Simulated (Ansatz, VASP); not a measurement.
One calculation of KI, two programs

File INCAR:

```
SYSTEM = KI
PREC = Accurate ; ENCUT = 520
EDIFF = 1E-7 ; ISMEAR = 0
SIGMA = 0.01 ; LREAL = .FALSE.
LASPH = .TRUE. ; NELM = 100
ALGO = Normal ; ISIF = 2
LWAVE = .FALSE. ; LCHARG = .FALSE.
GGA = CA ; NBANDS = 15
```

KPOINTS

```
Automatic mesh
0
G
  6 6 6
  0 0 0
```

The input POSCAR:

```
KI
1.0
    4.2910851989      0.0000000000      0.0000000000
    0.0000000000      4.2910851989      0.0000000000
    0.0000000000      0.0000000000      4.2910851989
K I
1 1
Direct
    0.0000000000      0.0000000000      0.0000000000
    0.5000000000      0.5000000000      0.5000000000
```

Input for Ansatz:

```yaml
crystal:
  lattice:
    - [4.2910851989, 0.0, 0.0]
    - [0.0, 4.2910851989, 0.0]
    - [0.0, 0.0, 4.2910851989]
  atoms:
    - { symbol: K, position: [0.0, 0.0, 0.0] }
    - { symbol: I, position: [0.5, 0.5, 0.5] }
kpoints:
  mp_grid: { grid: [6, 6, 6] }
  band_path:
    path:
      - [0.0, 0.0, 0.0]
      - [0.0, 0.5, 0.0]
      - [0.5, 0.5, 0.0]
      - [0.5, 0.5, 0.5]
      - [0.0, 0.5, 0.5]
    npoints: 1
hamiltonian:
  xc: lda
scf:
  occupations: { method: fixed }
  n_extra_bands: 4
output:
  forces: true
  stress: true
  eigenvalues: true
```

Alike in both runs: task single point; functional LDA; k mesh 6 × 6 × 6; no spin polarisation.

|  | VASP | Ansatz |
| --- | --- | --- |
| version | VASP 6.6.1 | Ansatz 0.2.0 |
| potentials or method | VASP PAW LDA potentials, release 64 (K_sv, I) | plane waves, PAW |
| plane-wave cutoff (eV) | 520 | 420 |
| occupations | gaussian, width 0.01 eV | fixed |
| valence electrons in the cell | 16 | 26 |

```tsv
	VASP	Ansatz	Ansatz less VASP
gap on the k mesh at the Fermi level (eV)	3.00	2.99	-0.010
pressure (GPa)	-1.7	-1.7	-0.03
```

LDA's correlation is that of Perdew and Zunger in VASP and of Perdew and Wang (1992) in Ansatz. VASP's potentials hold 16 valence electrons a cell and Ansatz's 26, so a difference there can come from the potentials and not from the codes.

Spin-orbit coupling is off throughout.
